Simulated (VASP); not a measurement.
A run of VASP 6.6.1:

Contents of INCAR:

```
ALGO = Normal
EDIFF = 1E-6
ENCUT = 520
GGA = PE
ISIF = 2
ISMEAR = 0
LASPH = T
LCHARG = F
LREAL = F
LWAVE = F
NBANDS = 30
NELM = 80
PREC = Accurate
SIGMA = 0.1
```

Contents of KPOINTS:

```
k-points
0
Gamma
  6 6 6
```

The input POSCAR:

```
Sc2TaO2
1.0
    0.0000000000      2.4792138200      5.3823571000
    2.4540852800      0.0000000000      5.3823571000
    2.4540852800      2.4792138200      0.0000000000
Sc Ta O
2 1 2
Direct
    0.7500000000      0.7500000000      0.7500000000
    0.2500000000      0.2500000000      0.2500000000
    0.0000000000      0.0000000000      0.0000000000
    0.3632000100      0.3632000100      0.6367999900
    0.6367999900      0.6367999900      0.3632000100
```

Potentials or basis: VASP PAW PBE potentials, release 64 (Sc_sv, Ta_pv, O).

Run with:

```bash
$ cat potpaw_PBE.64/Sc_sv/POTCAR potpaw_PBE.64/Ta_pv/POTCAR potpaw_PBE.64/O/POTCAR > POTCAR
$ mpirun -np 1 vasp_std > vasp.out
```

Hardware: 1 thread of Intel Xeon 8259CL (shared host).

Task: How long does it take, and how much memory?

Result: Run time: 4.3 min on 1 thread of Intel Xeon 8259CL (shared host), peak memory 0.29 GiB. Counts: scf iterations 15, k points 46.
